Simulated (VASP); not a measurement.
Write the native input for VASP 6.6.1 that does the following.

| Quantity | Value |
| --- | --- |
| Task | single point |
| Functional | PBEsol |
| Potentials or basis | VASP PAW PBE potentials, release 64 (Sb) |
| Cutoff | 520 eV |
| k mesh | 15 × 15 × 18 |
| Occupations | gaussian, width 0.05 eV |
| Spin | no spin polarisation |
| Dipole correction | no |
| Further INCAR settings | ALGO = Normal; EDIFF = 1e-06; NBANDS = 8 |

The structure of Sb lies in POSCAR:

```
Sb
1.0
   -1.5676561289      1.5676561289      2.6966581007
    1.5676561289     -1.5676561289      2.6966581007
    1.5676561289      1.5676561289     -2.6966581007
Sb
1
Direct
    0.0000000000      0.0000000000      0.0000000000
```

One way to write it, as run:

INCAR

```
SYSTEM = Sb
PREC     = Accurate       ! precision mode
ENCUT    = 520            ! plane-wave cutoff, eV
EDIFF    = 1E-6           ! SCF threshold, eV
ISMEAR   = 0              ! smearing method
SIGMA    = 0.05           ! smearing width, eV
LREAL    = .False.        ! projectors in reciprocal space
LASPH    = .True.         ! aspherical terms in the spheres
NELM     = 60             ! most SCF steps
ALGO     = Normal         ! electronic algorithm
ISIF     = 2              ! what is computed and relaxed
LWAVE    = .False.        ! write WAVECAR
LCHARG   = .False.        ! write CHGCAR
GGA      = PS             ! functional
NBANDS   = 8              ! bands
```

KPOINTS

```
Automatic mesh
0
Gamma
  15 15 18
  0 0 0
```

Potentials or basis: VASP PAW PBE potentials, release 64 (Sb).

The run is started by

```bash
$ cat potpaw_PBE.64/Sb/POTCAR > POTCAR
$ mpirun -np 1 vasp_std > vasp.out
```

Results of the run:

The pressure is -0.1 GPa.

Caveat: the PAW data sets were made with another functional, which shifts forces and pressure a little.

Run time: 2.8 min on 1 thread of Intel(R) Xeon(R) Platinum 8375C CPU @ 2.90GHz (Ice Lake) (shared host), peak memory 0.33 GiB.
